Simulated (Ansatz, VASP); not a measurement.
# One calculation of AlH4, two programs

```
Al H
1.0
     2.58290    0.00000    0.00000
     0.00000    3.70615    3.65503
     0.00000   -3.70615    3.65503
Al H
1 4
Direct
  0.00000 0.99704 0.99704
  0.00000 0.00569 0.41889
  0.00000 0.00450 0.57481
  0.00000 0.41889 0.00569
  0.00000 0.57481 0.00450
```

Change from the starting cell: the structure that the rattled cell fell into.

Alike in both runs: task single point; functional PBE; k mesh 6 × 4 × 4; occupations gaussian, width 0.1 eV; no spin polarisation.

|  | VASP | Ansatz |
| --- | --- | --- |
| version | VASP 6.6.1 | Ansatz 0.2.0 |
| potentials or method | VASP PAW PBE potentials, release 64 (Al, H), cutoff 500 eV | scalar-relativistic, plane waves, PAW |
| valence electrons in the cell | 7 | 7 |

Ansatz gave:

```
gap on the k mesh at the Fermi level (eV)                     : none
pressure (GPa)                                                : 0.5
traceless stress, the component that is largest in VASP (GPa) : -0.08
rms of the force components (eV/Å)                            : 0.023
```

Which values does VASP return?

gap on the k mesh at the Fermi level (eV): none; pressure (GPa): 0.3; traceless stress, the component that is largest in VASP (GPa): -0.09; rms of the force components (eV/Å): 0.019.

Atom by atom the forces differ by 0.004 eV/Å (rms over components). A gap of «none» marks a metal or a gap that the smearing closes.

The k mesh is coarse, so the values compare programs but aren't converged.
